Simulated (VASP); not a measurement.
Input of a VASP 6.6.1 run:

INCAR

```
SYSTEM = CsPbCl3
PREC = Accurate
ENCUT = 520
EDIFF = 1E-7
ISMEAR = 0
SIGMA = 0.01
LREAL = .False.
LASPH = .True.
NELM = 60
ALGO = Normal
ISIF = 2
LWAVE = .False.
LCHARG = .False.
GGA = PE
NBANDS = 30
```

Contents of KPOINTS:

```
Automatic mesh
0
Gamma
  3 3 3
  0 0 0
```

File POSCAR:

```
CsPbCl3
1.0
    5.5292474706      0.0000000000      0.0000000000
    0.0000000000      5.5292474706      0.0000000000
    0.0000000000      0.0000000000      5.5292474706
Cs Pb Cl
1 1 3
Direct
    0.0000000000      0.0000000000      0.0000000000
    0.5000000000      0.5000000000      0.5000000000
    0.5000000000      0.5000000000      0.0000000000
    0.0000000000      0.5000000000      0.5000000000
    0.5000000000      0.0000000000      0.5000000000
```

Potentials or basis: VASP PAW PBE potentials, release 64 (Cs_sv, Pb_d, Cl).

The run is started by

```sh
$ cat potpaw_PBE.64/Cs_sv/POTCAR potpaw_PBE.64/Pb_d/POTCAR potpaw_PBE.64/Cl/POTCAR > POTCAR
$ mpirun -np 1 vasp_std > vasp.out
```

Q: What does it give for the pressure?

A: 2.7 GPa.

Q: What does it give for the band gap on the k mesh?

A: 4.26 eV, direct.

Caveat: spin-orbit coupling is left out, which moves the levels of the heavy elements. A k mesh can miss the band edges.
